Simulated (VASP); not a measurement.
# Mg3BeS (R3) in VASP: notebook

The runs below take Mg3BeS through single point, relaxation of cell and atoms, with PBE.

Program: VASP 6.6.1. These are calculated values, not measurements. Logs are shortened: lines on timing, memory, paths and dates and some standing lists are left out, and cuts for length are marked.

## (1) The cell of the first run

Symmetry: R3, No. 146, trigonal system. Conventional cell: a = 5.895 Å, b = 5.895 Å, c = 7.220 Å, α = 90.00°, β = 90.00°, γ = 120.00°. Within 2.9 Å of Mg (site symmetry 1) lie 2 S at 2.16 to 2.18 Å and 4 Mg at 2.58 to 2.66 Å and 2 Be at 2.59 to 2.70 Å. Within 3.4 Å of Be (site symmetry 3) lie 12 Mg at 2.59 to 3.34 Å and 1 S at 3.38 Å. S (site symmetry 3) has 6 Mg at 2.16 to 2.18 Å within 2.9 Å.

The cell was built from a structure type or drawn by symmetry, and may not be a known phase.

## (2) Single point, PBE

INCAR

```
SYSTEM = Mg3BeS
ALGO     = Normal         ! electronic algorithm
EDIFF    = 1E-6           ! SCF threshold, eV
ENCUT    = 520            ! plane-wave cutoff, eV
GGA      = PE             ! functional
ISIF     = 2              ! what is computed and relaxed
ISMEAR   = 0              ! smearing method
LASPH    = .TRUE.         ! aspherical terms in the spheres
LCHARG   = .FALSE.        ! write CHGCAR
LREAL    = .FALSE.        ! projectors in reciprocal space
LWAVE    = .FALSE.        ! write WAVECAR
NBANDS   = 15             ! bands
NELM     = 60             ! most SCF steps
PREC     = Accurate       ! precision mode
SIGMA    = 0.1            ! smearing width, eV
```

KPOINTS

```
k-points
0
G
  4 4 4
  0 0 0
```

POSCAR

```
Mg3BeS
1.0
    2.9475110700      1.7017463100      2.4066326700
   -2.9475110700      1.7017463100      2.4066326700
    0.0000000000     -3.4034926200      2.4066326700
Mg Be S
3 1 1
Direct
    0.5299999700      0.8895000200      0.0175000000
    0.0175000000      0.5299999700      0.8895000200
    0.8895000200      0.0175000000      0.5299999700
    0.5000000000      0.5000000000      0.5000000000
    0.0319000000      0.0319000000      0.0319000000
```

Potentials or basis: VASP PAW PBE potentials, release 64 (Mg, Be, S).

Run with:

```sh
> cat potpaw_PBE.64/Mg/POTCAR potpaw_PBE.64/Be/POTCAR potpaw_PBE.64/S/POTCAR > POTCAR
> mpirun -np 1 vasp_std > vasp.out
```

OUTCAR:

```text
SYSTEM = Mg3BeS
   EDIFF = 1E-6
   ENCUT = 520
   GGA = PE
   ISIF = 2
   ISMEAR = 0
   LASPH = .TRUE.
   LREAL = .FALSE.
   NELM = 60
   PREC = Accurate

 ion  position               nearest neighbor table
   1  0.530  0.890  0.017-   5 2.16   5 2.18   2 2.58   3 2.58   4 2.59   3 2.66   2 2.66   4 2.70
                             3 3.40   2 3.40   2 3.46   3 3.46
   2  0.017  0.530  0.890-   5 2.16   5 2.18   1 2.58   3 2.58   4 2.59   3 2.66   1 2.66   4 2.70
                             3 3.40   1 3.40   1 3.46   3 3.46
   3  0.890  0.017  0.530-   5 2.16   5 2.18   2 2.58   1 2.58   4 2.59   2 2.66   1 2.66   4 2.70
                             1 3.40   2 3.40   1 3.46   2 3.46
   4  0.500  0.500  0.500-   3 2.59   2 2.59   1 2.59   2 2.70   1 2.70   3 2.70
   5  0.032  0.032  0.032-   1 2.16   2 2.16   3 2.16   2 2.18   1 2.18   3 2.18

  LATTYP: Found a simple cubic cell.
 ALAT       =     4.1684101069

  Lattice vectors:

 A1 = (   2.9475110700,   1.7017463100,   2.4066326700)
 A2 = (  -2.9475110700,   1.7017463100,   2.4066326700)
 A3 = (   0.0000000000,  -3.4034926200,   2.4066326700)

Analysis of symmetry for initial positions (statically):
=====================================================================
 Subroutine PRICEL returns:
 Original cell was already a primitive cell.

 Routine SETGRP: Setting up the symmetry group for a
 simple cubic supercell.

 Subroutine GETGRP returns: Found  3 space group operations
 (whereof  3 operations were pure point group operations)
 out of a pool of 48 trial point group operations.

The static configuration has the point symmetry C_3 .

Analysis of symmetry for dynamics (positions and initial velocities):
=====================================================================
 Subroutine PRICEL returns:
 Original cell was already a primitive cell.

 Routine SETGRP: Setting up the symmetry group for a
 simple cubic supercell.

 Subroutine GETGRP returns: Found  3 space group operations
 (whereof  3 operations were pure point group operations)
 out of a pool of 48 trial point group operations.

The dynamic configuration has the point symmetry C_3 .

 Subroutine INISYM returns: Found  3 space group operations
 (whereof  3 operations are pure point group operations),
 and found     1 'primitive' translations

----------------------------------------------------------------------------------------

                                     Primitive cell

  volume of cell :      72.4288

  direct lattice vectors                    reciprocal lattice vectors
     2.947511070  1.701746310  2.406632670     0.169634647  0.097938609  0.138506112
    -2.947511070  1.701746310  2.406632670    -0.169634647  0.097938609  0.138506112
     0.000000000 -3.403492620  2.406632670     0.000000000 -0.195877218  0.138506112

  length of vectors
     4.168410107  4.168410107  4.168410107     0.239899620  0.239899620  0.239899620

  position of ions in fractional coordinates (direct lattice)
     0.529999970  0.889500020  0.017500000
     0.017500000  0.529999970  0.889500020
     0.889500020  0.017500000  0.529999970
     0.500000000  0.500000000  0.500000000
     0.031900000  0.031900000  0.031900000

  ion indices of the primitive-cell ions
   primitive index   ion index
                 1           1
                 2           2
                 3           3
                 4           4
                 5           5

----------------------------------------------------------------------------------------

 KPOINTS: k-points

Automatic generation of k-mesh.
 Grid dimensions read from file:
 generate k-points for:    4    4    4

 Generating k-lattice:

  Cartesian coordinates                     Fractional coordinates (reciprocal lattice)
     0.042408662  0.024484652  0.034626528     0.250000000  0.000000000  0.000000000
    -0.042408662  0.024484652  0.034626528     0.000000000  0.250000000  0.000000000
     0.000000000 -0.048969305  0.034626528     0.000000000  0.000000000  0.250000000

  Length of vectors
     0.059974905  0.059974905  0.059974905

  Shift w.r.t. Gamma in fractional coordinates (k-lattice)
     0.000000000  0.000000000  0.000000000

 Subroutine IBZKPT returns following result:
 ===========================================

 Found     14 irreducible k-points:

 Following reciprocal coordinates:
            Coordinates               Weight
  0.000000  0.000000  0.000000      1.000000
  0.250000 -0.000000 -0.000000      6.000000
  0.500000 -0.000000 -0.000000      3.000000
  0.250000  0.250000 -0.000000      6.000000
 -0.250000  0.250000  0.000000      6.000000
  0.500000  0.250000  0.000000      6.000000
 -0.250000  0.500000 -0.000000      6.000000
  0.500000  0.500000 -0.000000      3.000000
  0.250000  0.250000  0.250000      2.000000
 -0.250000  0.250000  0.250000      6.000000
  0.500000  0.250000  0.250000      6.000000
 -0.250000  0.500000  0.250000      6.000000
  0.500000  0.500000  0.250000      6.000000
  0.500000  0.500000  0.500000      1.000000
   k-points           NKPTS =     14   k-points in BZ     NKDIM =     14   number of bands    NBANDS=     15
   number of dos      NEDOS =    301   number of ions     NIONS =      5
   total plane-waves  NPLWV =  32768
   dimension x,y,z NGX =    32 NGY =   32 NGZ =   32
   dimension x,y,z NGXF=    64 NGYF=   64 NGZF=   64
   ions per type =               3   1   1
   NGX,Y,Z   is equivalent  to a cutoff of  12.76, 12.76, 12.76 a.u.
   NGXF,Y,Z  is equivalent  to a cutoff of  25.52, 25.52, 25.52 a.u.
 SYSTEM =  Mg3BeS
   PREC   = accura    normal or accurate (medium, high low for compatibility)
   ISTART =      0    job   : 0-new  1-cont  2-samecut
   ICHARG =      2    charge: 1-file 2-atom 10-const
   ISPIN  =      1    spin polarized calculation?
   LNONCOLLINEAR =      F non collinear calculations
   LSORBIT =      F    spin-orbit coupling
   LASPH  =      T    aspherical Exc in radial PAW
   ENCUT  =  520.0 eV  38.22 Ry    6.18 a.u.   7.75  7.75  7.75*2*pi/ulx,y,z
   NELM   =     60;   NELMIN=  2; NELMDL= -5     # of ELM steps
   EDIFF  = 0.1E-05   stopping-criterion for ELM
   LREAL  =      F    real-space projection
   EDIFFG = 0.1E-04   stopping-criterion for IOM
   NSW    =      0    number of steps for IOM
   IBRION =     -1    ionic relax: 0-MD 1-quasi-New 2-CG
   NFREE  =      0    steps in history (QN), initial steepest desc. (CG)
   ISIF   =      2    stress and relaxation
   ISYM   =      2    0-nonsym 1-usesym 2-fastsym
   POTIM  = 0.5000    time-step for ionic-motion
   TEBEG  =    0.0;   TEEND  =   0.0 temperature during run
   PSTRESS=    0.0 pullay stress
   NELECT =      14.0000    total number of electrons
   NUPDOWN=      -1.0000    fix difference up-down
   EMIN   =  10.00;   EMAX   =-10.00  energy-range for DOS
   EFERMI =   0.00;   METHOD = LEGACY
   ISMEAR =     0;   SIGMA  =   0.10  broadening in eV -4-tet -1-fermi 0-gaus
   EFERMI_NEDOS =   21; number of points for ismear=-14 and -15
   IALGO  =     38    algorithm
   IMIX   =      4    mixing-type and parameters
     AMIX     =   0.40;   BMIX     =  1.00
     AMIX_MAG =   1.60;   BMIX_MAG =  1.00
  volume/ion in A,a.u.               =      14.49        97.75
  Fermi-wavevector in a.u.,A,eV,Ry     =   0.946558  1.788735 12.190431  0.895971
  Thomas-Fermi vector in A             =   2.074567
   LORBIT       =      0    0 simple, 1 ext, 2 COOP (PROOUT), +10 PAW based schemes
   GGA     = PE    functional components
   LHFCALC =     F    Hartree Fock is set to
   AEXX    =    0.0000 exact exchange contribution
   IVDW    =     0    specifies the selected vdW correction
   LEPSILON=     F    determine dielectric tensor
   LRPA    =     F    only Hartree local field effects (RPA)
 non-spin polarized calculation
 Gauss-broadening in eV      SIGMA  =   0.10
  energy-cutoff  :      520.00
  volume of cell :       72.43
 maximum number of plane-waves:      1972
 NGX is ok and might be reduce to    32
   NGX = 15   NGY = 15   NGZ = 15

 number of electron      14.0000001 magnetization

 Free energy of the ion-electron system (eV)
  ---------------------------------------------------
  ext. energy  EPLUGINS =         0.00000000
  ---------------------------------------------------
  free energy    TOTEN  =        -8.47726402 eV

  energy without entropy =       -8.46582133  energy(sigma->0) =       -8.47154268

 E-fermi :   5.7145     XC(G=0):  -9.8810

 val. band max:        5.6835946799   @ k =  -0.2500   0.2500   0.2500
 cond. band min:       5.9143916360   @ k =   0.5000  -0.0000  -0.0000
 fundamental gap:      0.2307969561
 Fermi energy:         5.7145099136

 k-point     1 :       0.0000    0.0000    0.0000
  band No.  band energies     occupation
      1     -10.4065      2.00000
      2      -0.5140      2.00000
      3      -0.4565      2.00000
      4      -0.4565      2.00000
      5       0.2550      2.00000
      6       6.1044      0.00000
      7       6.1044      0.00000
      8       7.3660      0.00000
      9       7.4295      0.00000
     10       7.4295      0.00000
     11      10.1436      0.00000
     12      10.4694      0.00000
     13      10.4694      0.00000
     14      12.3309      0.00000
     15      13.1681      0.00000
[... 217 lines left out ...]
 k-point    14 :       0.5000    0.5000    0.5000
  band No.  band energies     occupation
      1      -9.7102      2.00000
      2      -1.3693      2.00000
      3      -1.3143      2.00000
      4      -1.3143      2.00000
      5       2.6785      2.00000
      6       3.0925      2.00000
      7       3.0925      2.00000
      8       3.8099      2.00000
      9      10.7336      0.00000
     10      10.8505      0.00000
     11      10.8505      0.00000
     12      13.2790      0.00000
     13      13.2790      0.00000
     14      13.5919      0.00000
     15      13.7939      0.00000

------------------------ aborting loop because EDIFF is reached ----------------------------------------

  FORCE on cell =-STRESS in cart. coord.  units (eV):
  Direction    XX          YY          ZZ          XY          YZ          ZX
  --------------------------------------------------------------------------------------
  -------------------------------------------------------------------------------------
  Total       18.6454153     18.6454153     17.3828491      0.0000001      0.0000000      0.0000000
  in kB      412.4500149    412.4500151    384.5211408      0.0000014      0.0000000      0.0000000
  external PRESSURE =     403.1403903 kB  Pullay stress =       0.0000000 kB

 VOLUME and BASIS-vectors are now :
 -----------------------------------------------------------------------------
  energy-cutoff  :      520.00
  volume of cell :       72.43
      direct lattice vectors                 reciprocal lattice vectors
     2.947511070  1.701746310  2.406632670     0.169634647  0.097938609  0.138506112
    -2.947511070  1.701746310  2.406632670    -0.169634647  0.097938609  0.138506112
     0.000000000 -3.403492620  2.406632670     0.000000000 -0.195877218  0.138506112

 POSITION                                       TOTAL-FORCE (eV/Angst)
 -----------------------------------------------------------------------------------
     -1.05963      2.35607      3.45833        -0.621806     -0.884767     -0.710265
     -1.51060     -2.09570      3.45833         1.077134     -0.096116     -0.710265
      2.57023     -0.26037      3.45833        -0.455328      0.980884     -0.710265
      0.00000      0.00000      3.60995         0.000000     -0.000000      0.134972
      0.00000      0.00000      0.23031         0.000000     -0.000000      1.995824
 -----------------------------------------------------------------------------------
    total drift:                               -0.000000      0.000000      0.000337

  FREE ENERGIE OF THE ION-ELECTRON SYSTEM (eV)
  ---------------------------------------------------
  free  energy   TOTEN  =        -8.4772640238 eV

  energy  without entropy=       -8.4658213340  energy(sigma->0) =       -8.47154268
```

Wall time 25 s (1 thread of AMD EPYC 7R13, shared host); peak memory 0.15 GiB.

What came out:

```
Free energy            : -8.4773 eV
Pressure               : 40.3 GPa
Largest force          : 1.996 eV/Å
Band gap on the k mesh : zero (bands 7 and 8 overlap by 2.64 eV)
```

Forces in eV/Å, atoms in the order of the input:
```
Mg  -0.622 -0.885 -0.710
Mg   1.077 -0.096 -0.710
Mg  -0.455  0.981 -0.710
Be   0.000  0.000  0.135
S    0.000  0.000  1.996
```

Caveat: the k points lie up to 0.38 Å⁻¹ apart, too coarse for converged energies and pressures of a metal; forces of over 1 eV/Å act on the atoms, so gaps and moduli don't describe the material at rest.

## (3) Single point, PBE

This run uses another cell than the first one, of 22.10 Å³/atom.

INCAR

```
PREC = Accurate ; ENCUT = 520
EDIFF = 1E-6 ; ISMEAR = 0
SIGMA = 0.1 ; LREAL = F
LASPH = T ; NELM = 80
ALGO = Normal ; ISIF = 2
LWAVE = F ; LCHARG = T
GGA = PE ; LELF = T
LVHAR = T ; NBANDS = 15
```

KPOINTS

```
regular mesh
0
Gamma
  4 4 4
```

POSCAR

```
Mg3BeS
1.0
    3.1323060570      1.8084377452      3.2516670878
   -3.1323060570      1.8084377452      3.2516670878
    0.0000000000     -3.6168754904      3.2516670878
Mg Be S
3 1 1
Direct
    0.4954357292      0.7625613326      0.0996143505
    0.0996143505      0.4954357292      0.7625613326
    0.7625613326      0.0996143505      0.4954357292
    0.6031133125      0.6031133125      0.6031133125
    0.0081752652      0.0081752652      0.0081752652
```

Potentials or basis: VASP PAW PBE potentials, release 64 (Mg, Be, S).

Run with:

```sh
> cat potpaw_PBE.64/Mg/POTCAR potpaw_PBE.64/Be/POTCAR potpaw_PBE.64/S/POTCAR > POTCAR
> mpirun -np 1 vasp_std > vasp.out
```

OUTCAR:

```text
PREC = Accurate
   ENCUT = 520
   EDIFF = 1E-6
   ISMEAR = 0
   LREAL = F
   LASPH = T
   NELM = 80
   ISIF = 2
   GGA = PE

 ion  position               nearest neighbor table
   1  0.495  0.763  0.100-   5 2.54   4 2.55   4 2.60   5 2.88   2 3.28   3 3.28   2 3.29   3 3.29
                             3 3.62   2 3.62
   2  0.100  0.495  0.763-   5 2.54   4 2.55   4 2.60   5 2.88   1 3.28   3 3.28   3 3.29   1 3.29
                             3 3.62   1 3.62
   3  0.763  0.100  0.495-   5 2.54   4 2.55   4 2.60   5 2.88   1 3.28   2 3.28   2 3.29   1 3.29
[... 447 lines left out ...]
  -------------------------------------------------------------------------------------
  Total       -0.1178914     -0.1178914     -0.1371378     -0.0000001      0.0000000      0.0000000
  in kB       -1.7091008     -1.7091008     -1.9881206     -0.0000013      0.0000000      0.0000000
  external PRESSURE =      -1.8021074 kB  Pullay stress =       0.0000000 kB

 VOLUME and BASIS-vectors are now :
 -----------------------------------------------------------------------------
  energy-cutoff  :      520.00
  volume of cell :      110.52
      direct lattice vectors                 reciprocal lattice vectors
     3.132306057  1.808437745  3.251667088     0.159626802  0.092160577  0.102511519
    -3.132306057  1.808437745  3.251667088    -0.159626802  0.092160577  0.102511519
     0.000000000 -3.616875490  3.251667088     0.000000000 -0.184321155  0.102511519

 POSITION                                       TOTAL-FORCE (eV/Angst)
 -----------------------------------------------------------------------------------
     -0.83672      1.91472      4.41450        -0.002562      0.004247     -0.013715
     -1.23983     -1.68198      4.41450        -0.002397     -0.004342     -0.013715
      2.07655     -0.23274      4.41450         0.004959      0.000096     -0.013715
      0.00000      0.00000      5.88337         0.000000      0.000000      0.024189
      0.00000      0.00000      0.07975         0.000000      0.000000      0.016955
 -----------------------------------------------------------------------------------
    total drift:                               -0.000000      0.000000      0.000376

  FREE ENERGIE OF THE ION-ELECTRON SYSTEM (eV)
  ---------------------------------------------------
  free  energy   TOTEN  =       -12.3940835822 eV

  energy  without entropy=      -12.3850275054  energy(sigma->0) =      -12.38955554
```

OSZICAR:

```text
N       E                     dE             d eps       ncg     rms          rms(c)
DAV:   1     0.258293382751E+02    0.25829E+02   -0.46519E+03   420   0.708E+02
DAV:   2    -0.101104648264E+02   -0.35940E+02   -0.32593E+02   565   0.978E+01
DAV:   3    -0.133714369321E+02   -0.32610E+01   -0.32362E+01   595   0.285E+01
DAV:   4    -0.134142160901E+02   -0.42779E-01   -0.42768E-01   490   0.409E+00
DAV:   5    -0.134148807629E+02   -0.66467E-03   -0.66465E-03   616   0.527E-01    0.621E+00
DAV:   6    -0.125200841605E+02    0.89480E+00   -0.12061E+00   483   0.482E+00    0.426E+00
DAV:   7    -0.123951787051E+02    0.12491E+00   -0.42570E-01   546   0.286E+00    0.203E+00
DAV:   8    -0.123941716282E+02    0.10071E-02   -0.21471E-02   588   0.742E-01    0.254E-01
DAV:   9    -0.123939559736E+02    0.21565E-03   -0.21012E-03   553   0.274E-01    0.680E-02
DAV:  10    -0.123940632438E+02   -0.10727E-03   -0.36971E-04   525   0.113E-01    0.709E-02
DAV:  11    -0.123940852586E+02   -0.22015E-04   -0.50588E-05   588   0.370E-02    0.188E-02
DAV:  12    -0.123940832759E+02    0.19827E-05   -0.17253E-05   567   0.241E-02    0.236E-03
DAV:  13    -0.123940835822E+02   -0.30630E-06   -0.22521E-06   546   0.825E-03
   1 F= -.12394084E+02 E0= -.12389556E+02  d E =-.905608E-02
```

stdout:

```text
POSCAR found type information on POSCAR MgBeS
 POSCAR found :  3 types and       5 ions
 scaLAPACK will be used
 LDA part: xc-table for (Slater+PW92), standard interpolation
 POSCAR, INCAR and KPOINTS ok, starting setup
 FFT: planning ... GRIDC
 FFT: planning ... GRID_SOFT
 FFT: planning ... GRID
 WAVECAR not read
 entering main loop
```

It took 47 s on 1 thread of AMD EPYC 7R13, shared host; peak memory 0.18 GiB.

What came out:

```yaml
Free_energy: -12.3941 eV
Pressure: -0.2 GPa
Largest_force: 0.024 eV/Å
Band_gap_on_the_k_mesh: zero (bands 7 and 8 overlap by 1.59 eV)
```

Forces on the atoms (eV/Å):
```
Mg  -0.003  0.004 -0.014
Mg  -0.002 -0.004 -0.014
Mg   0.005  0.000 -0.014
Be   0.000  0.000  0.024
S    0.000  0.000  0.017
```

[end of part 1 of 2]
